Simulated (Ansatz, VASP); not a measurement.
BAs: VASP beside Ansatz

File INCAR:

```
SYSTEM = BAs
PREC = Accurate
ENCUT = 520
EDIFF = 1E-8
ISMEAR = -1
SIGMA = 0.03
LREAL = .False.
LASPH = .True.
NELM = 60
ALGO = Normal
ISIF = 2
LWAVE = .False.
LCHARG = .False.
GGA = PE
LEFG = .True.
NBANDS = 11
```

Contents of KPOINTS:

```
Automatic mesh
0
Gamma
  10 10 10
  0 0 0
```

The input POSCAR:

```
BAs
1.0
    0.0000000000      2.1892914214      2.1892914214
    2.1892914214      0.0000000000      2.1892914214
    2.1892914214      2.1892914214      0.0000000000
B As
1 1
Direct
    0.7500000000      0.7500000000      0.7500000000
    0.0000000000      0.0000000000      0.0000000000
```

Input for Ansatz:

```yaml
crystal:
  lattice:
    - [0.0, 2.1892914214, 2.1892914214]
    - [2.1892914214, 0.0, 2.1892914214]
    - [2.1892914214, 2.1892914214, 0.0]
  atoms:
    - { symbol: B, position: [0.75, 0.75, 0.75] }
    - { symbol: As, position: [0.0, 0.0, 0.0] }
kpoints:
  mp_grid: { grid: [10, 10, 10] }
  band_path:
    path:
      - [0.0, 0.0, 0.0]
      - [-0.5, -0.5, 0.0]
      - [-0.375, -0.375, 0.25]
      - [-0.375, 0.0, 0.375]
      - [0.0, 0.0, 0.0]
      - [0.0, 0.0, 0.5]
      - [-0.5, -0.25, 0.25]
      - [-0.5, -0.5, 0.0]
    npoints: 6
scf:
  occupations: { method: fermi_dirac, width: 0.03 }
hamiltonian:
  xc: pbe
  pseudopotentials: { kind: paw }
output:
  forces: true
  stress: true
  eigenvalues: true
  efg: { contact_densities: true }
  populations: true
  write_density: true
  write_potential: true
  elf: true
  volumetric_format: npy
```

Change from the starting cell: volume scaled by 0.75, PAW files.

Alike in both runs: task electric field gradients; functional PBE; k mesh 10 × 10 × 10; occupations fermi-dirac, width 0.03 eV; no spin polarisation.

|  | VASP | Ansatz |
| --- | --- | --- |
| version | VASP 6.6.1 | Ansatz 0.2.0 |
| potentials or method | VASP PAW PBE potentials, release 64 (B, As) | PAW with Ansatz's default frozen-core files, scalar-relativistic |
| plane-wave cutoff (eV) | 520 | 420 |
| valence electrons in the cell | 8 | 18 |

VASP gave:

| Quantity | Value |
| --- | --- |
| pressure (GPa) | 67.4 |

Which values does Ansatz return?

Pressure (GPa): 65.1.

Both programs put the cell under a high pressure, so it lies far from rest at this level. VASP's potentials hold 8 valence electrons a cell and Ansatz's 18, so a difference there can come from the potentials and not from the codes.

Noted on VASP's run: the cell as given lies far from equilibrium.
